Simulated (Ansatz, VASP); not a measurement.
## Two plane-wave programs on Yb

Contents of POSCAR:

```
Yb
1.0
    3.2021419728      0.0000000000      0.0000000000
    0.0000000000      3.2021419728      0.0000000000
    0.0000000000      0.0000000000      3.2021419728
Yb
1
Direct
    0.0000000000      0.0000000000      0.0000000000
```

Contents of INCAR.step1:

```
PREC = Accurate
ENCUT = 520
ISMEAR = -1
SIGMA = 0.1
LREAL = False
LASPH = True
NELM = 60
NBANDS = 18
GGA = PE
ALGO = Normal
EDIFF = 1E-4
LWAVE = True
LCHARG = False
```

Contents of INCAR.step2:

```
PREC = Accurate
ENCUT = 520
EDIFF = 1E-6
ISMEAR = -1
SIGMA = 0.1
LREAL = False
LASPH = True
NELM = 60
ALGO = Normal
ISIF = 2
LWAVE = False
LCHARG = False
METAGGA = R2SCAN
LMIXTAU = True
NBANDS = 18
ISTART = 1
```

The input KPOINTS:

```
regular mesh
0
Gamma
  11 11 11
```

Input for Ansatz:

```yaml
crystal:
  lattice:
    - [3.2021419728, 0.0, 0.0]
    - [0.0, 3.2021419728, 0.0]
    - [0.0, 0.0, 3.2021419728]
  atoms:
    - { symbol: Yb, position: [0.0, 0.0, 0.0] }
hamiltonian:
  xc: r2scan
  pseudopotentials:
    kind: paw
    azcp:
      Yb: "pseudopotentials/Yb.paw.azcp"
basis:
  ecutwfc: 500
  fft_grid_basis: typed
kpoints:
  mp_grid: { grid: [11, 11, 11], shift: [0, 0, 0] }
magnetization:
  spin_polarized: false
scf:
  occupations: { method: fermi_dirac, width: 0.1 }
  lower_state_search: "off"
output:
  stress: true
  write_density: true
  write_potential: true
  elf: true
  volumetric_format: npy
```

Alike in both runs: task single point; functional r2SCAN; k mesh 11 × 11 × 11; occupations fermi-dirac, width 0.1 eV; no spin polarisation.

|  | VASP | Ansatz |
| --- | --- | --- |
| version | VASP 6.6.1 | Ansatz 0.2.0 |
| potentials or method | VASP PAW PBE potentials, release 64 (Yb), cutoff 520 eV | plane waves (500 eV) with PAW, scalar-relativistic |
| valence electrons in the cell | 24 | 24 |

```tsv
	VASP	Ansatz	Ansatz less VASP
pressure (GPa)	0.2	1.5	+1.24
```

VASP's potentials were made for PBE, not for r2SCAN.

Neither program's run includes spin-orbit coupling.
